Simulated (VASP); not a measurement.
Set up this calculation in VASP 6.6.1, as the native input.

```
Task                   : single point
Functional             : PBEsol
Potentials or basis    : VASP PAW PBE potentials, release 64 (Tl_d, Cl)
Cutoff                 : 500 eV
k mesh                 : 6 × 6 × 6
Occupations            : gaussian, width 0.01 eV
Spin                   : no spin polarisation
Dipole correction      : no
Further INCAR settings : ALGO = Normal; EDIFF = 1e-06; NBANDS = 17
```

The structure of TlCl lies in POSCAR:

```
TlCl
1.0
    3.6434626035      0.0000000000      0.0000000000
    0.0000000000      3.6434626035      0.0000000000
    0.0000000000      0.0000000000      3.6434626035
Tl Cl
1 1
Direct
    0.0000000000      0.0000000000      0.0000000000
    0.5000000000      0.5000000000      0.5000000000
```

These files were run (other wordings do the same):

INCAR

```
  PREC = Accurate
  ENCUT = 500
  EDIFF = 1E-6
  ISMEAR = 0
  SIGMA = 0.01
  LREAL = F
  LASPH = T
  NELM = 120
  ALGO = Normal
  ISIF = 2
  LWAVE = F
  LCHARG = F
  GGA = PS
  NBANDS = 17
  GGA_COMPAT = F
```

KPOINTS

```
Automatic mesh
0
Gamma
  6 6 6
```

Potentials or basis: VASP PAW PBE potentials, release 64 (Tl_d, Cl).

The run is started by

```console
$ cat potpaw_PBE.64/Tl_d/POTCAR potpaw_PBE.64/Cl/POTCAR > POTCAR
$ mpirun -np 1 vasp_std > vasp.out
```

It gave:

```
Pressure               : 3.9 GPa
Band gap on the k mesh : 1.49 eV
```

Caveat: the cell stands under pressure; the PAW data sets were made with another functional, which shifts forces and pressure a little; spin-orbit coupling is left out, which moves the levels of the heavy elements.

Wall time 24 s on 1 thread of Intel(R) Xeon(R) Platinum 8259CL CPU @ 2.50GHz (Skylake/Cascade Lake) (shared host), peak memory 0.15 GiB.
